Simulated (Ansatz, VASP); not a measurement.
# TiB2 in VASP and in Ansatz

```xyz
3
Lattice="2.9674 0.0000 0.0000 -1.4837 2.5698 0.0000 0.0000 0.0000 3.1625" Properties=species:S:1:pos:R:3 pbc="T T T"
Ti    0.0000    0.0000    0.0000
B     0.0000    1.7132    1.5812
B     1.4837    0.8566    1.5812
```

Change from the starting cell: volume scaled by 0.94, crystal datasets.

Alike in both runs: task electric field gradients; functional PBEsol; k mesh 15 × 15 × 13; occupations fermi-dirac, width 0.08 eV; no spin polarisation.

|  | VASP | Ansatz |
| --- | --- | --- |
| version | VASP 6.6.1 | Ansatz 0.2.0 |
| potentials or method | VASP PAW PBE potentials, release 64 (Ti_sv, B), cutoff 520 eV | all-electron PAW with datasets made for the crystal, scalar-relativistic |

Ansatz gave:

```
pressure (GPa)                                                : 12.1
traceless stress, the component that is largest in VASP (GPa) : -4.44
size of Vzz on the site where it differs most (V/Å²)          : 22.5
```

Estimate VASP's values.

pressure (GPa): 12.5; traceless stress, the component that is largest in VASP (GPa): -4.58; size of Vzz on the site where it differs most (V/Å²): 19.4.

VASP's potentials were made for PBE, not for PBEsol. Ansatz ran all-electron here, and VASP with PAW potentials.
